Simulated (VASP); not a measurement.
A run of VASP 6.6.1 is set up as follows.

INCAR

```
SYSTEM = Nb
PREC = Accurate
ENCUT = 520
EDIFF = 1E-6
ISMEAR = 0
SIGMA = 0.1
LREAL = .FALSE.
LASPH = .TRUE.
NELM = 100
ALGO = Normal
ISIF = 2
LWAVE = .FALSE.
LCHARG = .FALSE.
GGA = PE
NBANDS = 20
```

File KPOINTS:

```
regular mesh
0
G
  9 9 4
  0 0 0
```

File POSCAR:

```
Nb
1.0
    2.8481571483      0.0000000000      0.0000000000
   -1.4240785741      2.4665764444      0.0000000000
    0.0000000000      0.0000000000      5.3139982771
Nb
2
Direct
    0.3333333333      0.6666666667      0.2500000000
    0.6666666667      0.3333333333      0.7500000000
```

Potentials or basis: VASP PAW PBE potentials, release 64 (Nb_sv).

Launch:

```bash
$ cat potpaw_PBE.64/Nb_sv/POTCAR > POTCAR
$ mpirun -np 1 vasp_std > vasp.out
```

(1) What does it give for the pressure?

(2) Predict the band gap on the k mesh.

Results:

(1) -0.4 GPa.

(2) zero (band 13 reaches 13.00 eV, above the bottom of band 14 at 10.36 eV).
